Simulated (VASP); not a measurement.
# MoS2 (P6_3/mmc) in VASP: single point with PBEsol

Aim: the single point of MoS2 with PBEsol.

Everything below comes from runs of VASP 6.6.1. Logs are shortened: lines on timing, memory, paths and dates and some standing lists are left out, and cuts for length are marked.

**The experiment to reproduce.**

“Multiwavelength excitation Raman Scattering Analysis of bulk and 2 dimensional MoS2: Vibrational properties of atomically thin MoS2 layers”, 2015, arxiv:1506.03228 reports, for a bulk crystal of MoS2 at 300 K: band gap 1.3 eV (indirect).

The results are compared with them further down.

## Step 1: The cell of the first run

It takes space group P6_3/mmc (No. 194, hexagonal). The conventional cell has a = 3.169 Å, b = 3.169 Å, c = 12.324 Å, α = 90.00°, β = 90.00°, γ = 120.00°. Mo (site symmetry -6m2) has 6 S at 2.41 Å and 6 Mo at 3.17 Å within 3.2 Å. S (site symmetry 3m) has 3 Mo at 2.41 Å and 7 S at 3.13 to 3.17 Å within 3.2 Å.

## Step 2: Single point, PBEsol

Contents of INCAR:

```
SYSTEM = MoS2
ALGO     = Normal         ! electronic algorithm
EDIFF    = 1E-6           ! SCF threshold, eV
ENCUT    = 500            ! plane-wave cutoff, eV
GGA      = PS             ! functional
GGA_COMPAT= .FALSE.      
ISIF     = 2              ! what is computed and relaxed
ISMEAR   = 0              ! smearing method
LASPH    = .TRUE.         ! aspherical terms in the spheres
LCHARG   = .FALSE.        ! write CHGCAR
LREAL    = .FALSE.        ! projectors in reciprocal space
LWAVE    = .FALSE.        ! write WAVECAR
NBANDS   = 35             ! bands
NELM     = 120            ! most SCF steps
PREC     = Accurate       ! precision mode
SIGMA    = 0.1            ! smearing width, eV
```

Contents of KPOINTS:

```
k-points
0
G
  8 8 2
  0 0 0
```

Contents of POSCAR:

```
MoS2
1.0
    3.1690000000      0.0000000000      0.0000000000
   -1.5845000000      2.7444350000      0.0000000000
    0.0000000000      0.0000000000     12.3240000000
Mo S
2 4
Direct
    0.3333333333      0.6666666667      0.2500000000
    0.6666666667      0.3333333333      0.7500000000
    0.3333333333      0.6666666667      0.6230000000
    0.6666666667      0.3333333333      0.1230000000
    0.3333333333      0.6666666667      0.8770000000
    0.6666666667      0.3333333333      0.3770000000
```

Potentials or basis: VASP PAW PBE potentials, release 64 (Mo_sv, S).

Command:

```
cat potpaw_PBE.64/Mo_sv/POTCAR potpaw_PBE.64/S/POTCAR > POTCAR
mpirun -np 1 vasp_std > vasp.out
```

OUTCAR:

```text
SYSTEM = MoS2
   EDIFF = 1E-6
   ENCUT = 500
   GGA = PS
   ISIF = 2
   ISMEAR = 0
   LASPH = .TRUE.
   LREAL = .FALSE.
   NELM = 120
   PREC = Accurate

 ion  position               nearest neighbor table
   1  0.333  0.667  0.250-   4 2.41   6 2.41   4 2.41   6 2.41   4 2.41   6 2.41
   2  0.667  0.333  0.750-   3 2.41   5 2.41   3 2.41   5 2.41   3 2.41   5 2.41
   3  0.333  0.667  0.623-   2 2.41   2 2.41   2 2.41
   4  0.667  0.333  0.123-   1 2.41   1 2.41   1 2.41
   5  0.333  0.667  0.877-   2 2.41   2 2.41   2 2.41
   6  0.667  0.333  0.377-   1 2.41   1 2.41   1 2.41

  LATTYP: Found a hexagonal cell.
 ALAT       =     3.1690000000
 C/A-ratio  =     3.8889239508

  Lattice vectors:

 A1 = (   3.1690000000,   0.0000000000,   0.0000000000)
 A2 = (  -1.5845000000,   2.7444350000,   0.0000000000)
 A3 = (   0.0000000000,   0.0000000000,  12.3240000000)

Analysis of symmetry for initial positions (statically):
=====================================================================
 Subroutine PRICEL returns:
 Original cell was already a primitive cell.

 Routine SETGRP: Setting up the symmetry group for a
 hexagonal supercell.

 Subroutine GETGRP returns: Found 24 space group operations
 (whereof 12 operations were pure point group operations)
 out of a pool of 24 trial point group operations.

The static configuration has the point symmetry D_3d.
 The point group associated with its full space group is D_6h.

Analysis of symmetry for dynamics (positions and initial velocities):
=====================================================================
 Subroutine PRICEL returns:
 Original cell was already a primitive cell.

 Routine SETGRP: Setting up the symmetry group for a
 hexagonal supercell.

 Subroutine GETGRP returns: Found 24 space group operations
 (whereof 12 operations were pure point group operations)
 out of a pool of 24 trial point group operations.

The dynamic configuration has the point symmetry D_3d.
 The point group associated with its full space group is D_6h.

 Subroutine INISYM returns: Found 24 space group operations
 (whereof 12 operations are pure point group operations),
 and found     1 'primitive' translations

----------------------------------------------------------------------------------------

                                     Primitive cell

  volume of cell :     107.1832

  direct lattice vectors                    reciprocal lattice vectors
     3.169000000  0.000000000  0.000000000     0.315556958  0.182186862  0.000000000
    -1.584500000  2.744435000  0.000000000     0.000000000  0.364373724  0.000000000
     0.000000000  0.000000000 12.324000000     0.000000000  0.000000000  0.081142486

  length of vectors
     3.169000000  3.169000429 12.324000000     0.364373773  0.364373724  0.081142486

  position of ions in fractional coordinates (direct lattice)
     0.333333333  0.666666667  0.250000000
     0.666666667  0.333333333  0.750000000
     0.333333333  0.666666667  0.623000000
     0.666666667  0.333333333  0.123000000
     0.333333333  0.666666667  0.877000000
     0.666666667  0.333333333  0.377000000

  ion indices of the primitive-cell ions
   primitive index   ion index
                 1           1
                 2           2
                 3           3
                 4           4
                 5           5
                 6           6

----------------------------------------------------------------------------------------

 KPOINTS: k-points

Automatic generation of k-mesh.
 Grid dimensions read from file:
 generate k-points for:    8    8    2

 Generating k-lattice:

  Cartesian coordinates                     Fractional coordinates (reciprocal lattice)
     0.039444620  0.022773358  0.000000000     0.125000000 -0.000000000  0.000000000
     0.000000000  0.045546715  0.000000000     0.000000000  0.125000000  0.000000000
     0.000000000  0.000000000  0.040571243     0.000000000  0.000000000  0.500000000

  Length of vectors
     0.045546722  0.045546715  0.040571243

  Shift w.r.t. Gamma in fractional coordinates (k-lattice)
     0.000000000  0.000000000  0.000000000

 Subroutine IBZKPT returns following result:
 ===========================================

 Found     20 irreducible k-points:

 Following reciprocal coordinates:
            Coordinates               Weight
  0.000000  0.000000  0.000000      1.000000
  0.125000  0.000000  0.000000      6.000000
  0.250000  0.000000  0.000000      6.000000
  0.375000  0.000000  0.000000      6.000000
  0.500000  0.000000  0.000000      3.000000
  0.125000  0.125000  0.000000      6.000000
[... 12 lines left out ...]
  0.250000  0.250000  0.500000      6.000000
  0.375000  0.250000  0.500000      6.000000
   k-points           NKPTS =     20   k-points in BZ     NKDIM =     20   number of bands    NBANDS=     35
   number of dos      NEDOS =    301   number of ions     NIONS =      6
   total plane-waves  NPLWV =  51840
   dimension x,y,z NGX =    24 NGY =   24 NGZ =   90
   dimension x,y,z NGXF=    48 NGYF=   48 NGZF=  180
   ions per type =               2   4
   NGX,Y,Z   is equivalent  to a cutoff of  12.59, 12.59, 12.14 a.u.
   NGXF,Y,Z  is equivalent  to a cutoff of  25.18, 25.18, 24.28 a.u.
 SYSTEM =  MoS2
   PREC   = accura    normal or accurate (medium, high low for compatibility)
   ISTART =      0    job   : 0-new  1-cont  2-samecut
   ICHARG =      2    charge: 1-file 2-atom 10-const
   ISPIN  =      1    spin polarized calculation?
   LNONCOLLINEAR =      F non collinear calculations
   LSORBIT =      F    spin-orbit coupling
   LASPH  =      T    aspherical Exc in radial PAW
   ENCUT  =  500.0 eV  36.75 Ry    6.06 a.u.   5.78  5.78 22.47*2*pi/ulx,y,z
   NELM   =    120;   NELMIN=  2; NELMDL= -5     # of ELM steps
   EDIFF  = 0.1E-05   stopping-criterion for ELM
   LREAL  =      F    real-space projection
   EDIFFG = 0.1E-04   stopping-criterion for IOM
   NSW    =      0    number of steps for IOM
   IBRION =     -1    ionic relax: 0-MD 1-quasi-New 2-CG
   NFREE  =      0    steps in history (QN), initial steepest desc. (CG)
   ISIF   =      2    stress and relaxation
   ISYM   =      2    0-nonsym 1-usesym 2-fastsym
   POTIM  = 0.5000    time-step for ionic-motion
   TEBEG  =    0.0;   TEEND  =   0.0 temperature during run
   PSTRESS=    0.0 pullay stress
   NELECT =      52.0000    total number of electrons
   NUPDOWN=      -1.0000    fix difference up-down
   EMIN   =  10.00;   EMAX   =-10.00  energy-range for DOS
   EFERMI =   0.00;   METHOD = LEGACY
   ISMEAR =     0;   SIGMA  =   0.10  broadening in eV -4-tet -1-fermi 0-gaus
   EFERMI_NEDOS =   21; number of points for ismear=-14 and -15
   IALGO  =     38    algorithm
   IMIX   =      4    mixing-type and parameters
     AMIX     =   0.40;   BMIX     =  1.00
     AMIX_MAG =   1.60;   BMIX_MAG =  1.00
  volume/ion in A,a.u.               =      17.86       120.55
  Fermi-wavevector in a.u.,A,eV,Ry     =   1.286373  2.430893 22.514323  1.654756
  Thomas-Fermi vector in A             =   2.418452
   LORBIT       =      0    0 simple, 1 ext, 2 COOP (PROOUT), +10 PAW based schemes
   GGA     = PS    functional components
   LHFCALC =     F    Hartree Fock is set to
   AEXX    =    0.0000 exact exchange contribution
   IVDW    =     0    specifies the selected vdW correction
   LEPSILON=     F    determine dielectric tensor
   LRPA    =     F    only Hartree local field effects (RPA)
 non-spin polarized calculation
 Gauss-broadening in eV      SIGMA  =   0.10
  energy-cutoff  :      500.00
  volume of cell :      107.18
 maximum number of plane-waves:      2744
 NGX is ok and might be reduce to    24
   NGX = 11   NGY = 11   NGZ = 45

 number of electron      51.9999989 magnetization

 Free energy of the ion-electron system (eV)
  ---------------------------------------------------
  ext. energy  EPLUGINS =         0.00000000
  ---------------------------------------------------
  free energy    TOTEN  =       -46.87825950 eV

  energy without entropy =      -46.87825950  energy(sigma->0) =      -46.87825950

 E-fermi :   7.8434     XC(G=0): -10.9948

 val. band max:        7.4098861487   @ k =   0.0000   0.0000   0.0000
 cond. band min:       8.3630431553   @ k =   0.2500   0.1250   0.0000
 fundamental gap:      0.9531570066
 Fermi energy:         7.8434002649

 k-point     1 :       0.0000    0.0000    0.0000
  band No.  band energies     occupation
      1     -54.0038      2.00000
      2     -54.0037      2.00000
      3     -28.1904      2.00000
      4     -28.1903      2.00000
      5     -27.9609      2.00000
      6     -27.9609      2.00000
[... 27 lines left out ...]
     34       9.8699      0.00000
     35      12.8733      0.00000

 k-point     2 :       0.1250    0.0000    0.0000
  band No.  band energies     occupation
      1     -53.9979      2.00000
      2     -53.9979      2.00000
      3     -28.1789      2.00000
      4     -28.1788      2.00000
      5     -28.0198      2.00000
      6     -28.0198      2.00000
[... 27 lines left out ...]
     34       9.9557      0.00000
     35      13.8872      0.00000

 k-point     3 :       0.2500    0.0000    0.0000
  band No.  band energies     occupation
      1     -53.9837      2.00000
      2     -53.9837      2.00000
      3     -28.1599      2.00000
      4     -28.1599      2.00000
      5     -28.1509      2.00000
      6     -28.1508      2.00000
[... 27 lines left out ...]
     34      10.6737      0.00000
     35      14.7469      0.00000
[... 571 lines left out ...]
 k-point    19 :       0.2500    0.2500    0.5000
  band No.  band energies     occupation
      1     -53.9636      2.00000
      2     -53.9636      2.00000
      3     -28.2808      2.00000
      4     -28.2808      2.00000
      5     -28.1265      2.00000
      6     -28.1265      2.00000
[... 27 lines left out ...]
     34      11.3851      0.00000
     35      14.3135      0.00000

 k-point    20 :       0.3750    0.2500    0.5000
  band No.  band energies     occupation
      1     -53.9594      2.00000
      2     -53.9594      2.00000
      3     -28.2855      2.00000
      4     -28.2855      2.00000
      5     -28.1716      2.00000
      6     -28.1716      2.00000
[... 27 lines left out ...]
     34      11.4890      0.00000
     35      13.8447      0.00000

------------------------ aborting loop because EDIFF is reached ----------------------------------------

  FORCE on cell =-STRESS in cart. coord.  units (eV):
  Direction    XX          YY          ZZ          XY          YZ          ZX
  --------------------------------------------------------------------------------------
  -------------------------------------------------------------------------------------
  Total       -2.1943180     -2.1943188     -1.5955076      0.0000000      0.0000000     -0.0000000
  in kB      -32.8007115    -32.8007233    -23.8496810      0.0000000      0.0000000     -0.0000000
  external PRESSURE =     -29.8170386 kB  Pullay stress =       0.0000000 kB

 VOLUME and BASIS-vectors are now :
 -----------------------------------------------------------------------------
  energy-cutoff  :      500.00
  volume of cell :      107.18
      direct lattice vectors                 reciprocal lattice vectors
     3.169000000  0.000000000  0.000000000     0.315556958  0.182186862  0.000000000
    -1.584500000  2.744435000  0.000000000     0.000000000  0.364373724  0.000000000
     0.000000000  0.000000000 12.324000000     0.000000000  0.000000000  0.081142486

 POSITION                                       TOTAL-FORCE (eV/Angst)
 -----------------------------------------------------------------------------------
     -0.00000      1.82962      3.08100         0.000000      0.000000     -0.000000
      1.58450      0.91481      9.24300        -0.000000      0.000000     -0.000000
     -0.00000      1.82962      7.67785        -0.000000      0.000000      0.311444
      1.58450      0.91481      1.51585         0.000000     -0.000000      0.311444
     -0.00000      1.82962     10.80815        -0.000000      0.000000     -0.311444
      1.58450      0.91481      4.64615         0.000000     -0.000000     -0.311444
 -----------------------------------------------------------------------------------
    total drift:                                0.000000     -0.000000      0.000000

  FREE ENERGIE OF THE ION-ELECTRON SYSTEM (eV)
  ---------------------------------------------------
  free  energy   TOTEN  =       -46.8782595050 eV

  energy  without entropy=      -46.8782595050  energy(sigma->0) =      -46.87825950
```

Run time: 80 s. Hardware: 1 thread of Intel Xeon 8259CL, shared host; peak memory 0.24 GiB.

What came out:

```
Free energy            : -46.8783 eV
Pressure               : -3.0 GPa
Largest force          : 0.311 eV/Å
Band gap on the k mesh : 0.95 eV, indirect (least direct gap 1.94 eV)
```

Forces on the atoms (eV/Å):
```
Mo   0.000  0.000  0.000
Mo   0.000  0.000  0.000
S    0.000  0.000  0.311
S    0.000  0.000  0.311
S    0.000  0.000 -0.311
S    0.000  0.000 -0.311
```

Stress tensor (GPa, compression positive):
```
-3.28  0.00  0.00
 0.00 -3.28  0.00
 0.00  0.00 -2.38
```

Levels at points of the mesh, in eV from the valence-band top:
```
           k point  band 23  band 24  band 25  band 26  band 27  band 28  band 29  band 30
(0.00, 0.00, 0.00)    -2.12    -1.18    -1.17     0.00     2.11     2.11     2.13     2.13
(0.50, 0.00, 0.00)    -1.72    -1.51    -1.42    -1.29     1.61     1.65     1.99     2.27
(0.00, 0.00, 0.50)    -2.15    -2.15    -0.27    -0.27     2.11     2.11     2.11     2.11
(0.50, 0.00, 0.50)    -1.62    -1.62    -1.35    -1.35     1.63     1.63     2.14     2.14
```

Caveat: the PAW data sets were made with another functional, which shifts forces and pressure a little; this functional lacks dispersion, which binds the layers, so the pressure and a relaxed spacing across them are unreliable.

## Step 3: Against experiment

Step 2. A measured gap of MoS2 is 1.3 eV (indirect; 300 K; “Multiwavelength excitation Raman Scattering Analysis of bulk and 2 dimensional MoS2: Vibrational properties of atomically thin MoS2 layers”, 2015, arxiv:1506.03228); the calculated 0.95 eV misses it by -0.35 eV. Spin-orbit coupling on Mo is left out. The value is that of PBEsol on a finite k mesh, which can miss the band edges, without temperature or zero-point motion. Semilocal functionals fall short of measured gaps as a rule.
